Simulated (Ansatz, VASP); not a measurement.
**Si4O7: VASP beside Ansatz**

```
Si O
1.0
     5.07998    0.00000    0.00000
     0.00000    5.07998    0.00000
     0.00000    0.00000    7.09148
Si O
4 7
Direct
  0.29443 0.29443 0.00000
  0.20557 0.79443 0.25000
  0.70557 0.70557 0.50000
  0.79443 0.20557 0.75000
  0.40537 0.74096 0.42483
  0.75904 0.90537 0.67483
  0.59463 0.25904 0.92483
  0.74096 0.40537 0.57517
  0.90537 0.75904 0.32517
  0.25904 0.59463 0.07517
  0.09463 0.24096 0.82517
```

Change from the starting cell: O vacancy; atom 9 moved 0.000 of the way to it and +0.000 Å across, host rigid.

Alike in both runs: task single point; functional PBE; k mesh 4 × 4 × 4; occupations gaussian, width 0.05 eV; no spin polarisation.

|  | VASP | Ansatz |
| --- | --- | --- |
| version | VASP 6.6.1 | Ansatz 0.2.0 |
| potentials or method | VASP PAW PBE potentials, release 64 (Si, O), cutoff 520 eV | scalar-relativistic, plane waves, PAW |
| valence electrons in the cell | 58 | 58 |

```csv
,VASP,Ansatz,Ansatz less VASP
gap on the k mesh at the Fermi level (eV),2.60,2.61,+0.005
least direct gap on the mesh (eV),2.66,2.67,+0.005
pressure (GPa),-0.6,-0.7,-0.05
"traceless stress, the component that is largest in VASP (GPa)",3.31,3.25,-0.069
rms of the force components (eV/Å),0.672,0.664,-0.0079
```

Atom by atom the forces differ by 0.012 eV/Å (rms over components). With one functional, cell and mesh, what is left measures potentials, basis and numerics.
